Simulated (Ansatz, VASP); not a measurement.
## Be3V in VASP and in Ansatz

```
CELL_PARAMETERS angstrom
4.86799 0.00000 0.00000
-2.43400 4.21581 0.00000
0.00000 0.00000 3.64044
ATOMIC_POSITIONS crystal
Be 0.84542 0.69084 0.25000
Be 0.15458 0.84542 0.75000
Be 0.30916 0.15458 0.25000
Be 0.15458 0.30916 0.75000
Be 0.84542 0.15458 0.25000
Be 0.69084 0.84542 0.75000
V 0.33333 0.66667 0.25000
V 0.66667 0.33333 0.75000
```

Alike in both runs: functional PBE; k mesh 12 × 12 × 10; occupations gaussian, width 0.1 eV; no spin polarisation.

Ansatz relaxed the structure, and its values are those at the end. VASP's run is a single point on that final structure, the one shown.

```csv
,VASP,Ansatz
version,VASP 6.6.1,Ansatz 0.2.0
potentials or method,"VASP PAW PBE potentials, release 64 (Be, V_sv), cutoff 520 eV","scalar-relativistic, plane waves, PAW"
valence electrons in the cell,38,38
```

|  | VASP | Ansatz | Ansatz less VASP |
| --- | --- | --- | --- |
| gap on the k mesh at the Fermi level (eV) | none | none | - |
| pressure (GPa) | 0.2 | 0.0 | -0.18 |

A gap of «none» marks a metal or a gap that the smearing closes. The functional is the same, so the differences come from potentials, cutoffs and numerics.
